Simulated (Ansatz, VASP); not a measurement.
## One calculation of Si3C4, two programs

INCAR

```
PREC     = Accurate       # precision mode
ENCUT    = 520            # plane-wave cutoff, eV
EDIFF    = 1E-7           # SCF threshold, eV
ISMEAR   = 0              # smearing method
SIGMA    = 0.1            # smearing width, eV
LREAL    = False          # projectors in reciprocal space
LASPH    = True           # aspherical terms in the spheres
NELM     = 60             # most SCF steps
ALGO     = Normal         # electronic algorithm
ISIF     = 2              # what is computed and relaxed
LWAVE    = False          # write WAVECAR
LCHARG   = False          # write CHGCAR
GGA      = PE             # functional
NBANDS   = 23             # bands
```

KPOINTS

```
regular mesh
0
Gamma
  4 4 4
```

POSCAR

```
Si3C4
1.0
    4.6881021300      0.0000000000      0.0000000000
    0.0000000000      4.6881021300      0.0000000000
    0.0000000000      0.0000000000      4.6881021300
Si C
3 4
Direct
    0.0000000000      0.0000000000      0.5000000000
    0.5000000000      0.0000000000      0.0000000000
    0.0000000000      0.5000000000      0.0000000000
    0.7206873300      0.7206873300      0.7206873300
    0.2793126700      0.2793126700      0.7206873300
    0.2793126700      0.7206873300      0.2793126700
    0.7206873300      0.2793126700      0.2793126700
```

Input for Ansatz:

```yaml
crystal:
  lattice:
    - [4.68810213, 0.0, 0.0]
    - [0.0, 4.68810213, 0.0]
    - [0.0, 0.0, 4.68810213]
  atoms:
    - { symbol: Si, position: [0.0, 0.0, 0.5] }
    - { symbol: Si, position: [0.5, 0.0, 0.0] }
    - { symbol: Si, position: [0.0, 0.5, 0.0] }
    - { symbol: C, position: [0.72068733, 0.72068733, 0.72068733] }
    - { symbol: C, position: [0.27931267, 0.27931267, 0.72068733] }
    - { symbol: C, position: [0.27931267, 0.72068733, 0.27931267] }
    - { symbol: C, position: [0.72068733, 0.27931267, 0.27931267] }
basis:
  ecutwfc: 420
kpoints:
  mp_grid: { grid: [4, 4, 4] }
hamiltonian:
  xc: pbe
scf:
  occupations: { method: gaussian, width: 0.1 }
  lower_state_search: "off"
output:
  forces: true
  stress: true
  eigenvalues: true
```

Change from the starting cell: species swapped into the Ge3As4 type (P-43m, No. 215).

Alike in both runs: task single point; functional PBE; k mesh 4 × 4 × 4; occupations gaussian, width 0.1 eV; no spin polarisation.

```csv
,VASP,Ansatz
version,VASP 6.6.1,Ansatz 0.2.0
potentials or method,"VASP PAW PBE potentials, release 64 (Si, C), cutoff 520 eV","scalar-relativistic, plane waves, PAW"
valence electrons in the cell,28,28
```

```csv
,VASP,Ansatz,Ansatz less VASP
gap on the k mesh at the Fermi level (eV),none,none,-
rms of the force components (eV/Å),1.718,1.720,+0.0013
```

Atom by atom the forces differ by 0.001 eV/Å (rms over components). A gap of «none» marks a metal or a gap that the smearing closes. The functional is the same, so the differences come from potentials, cutoffs and numerics.
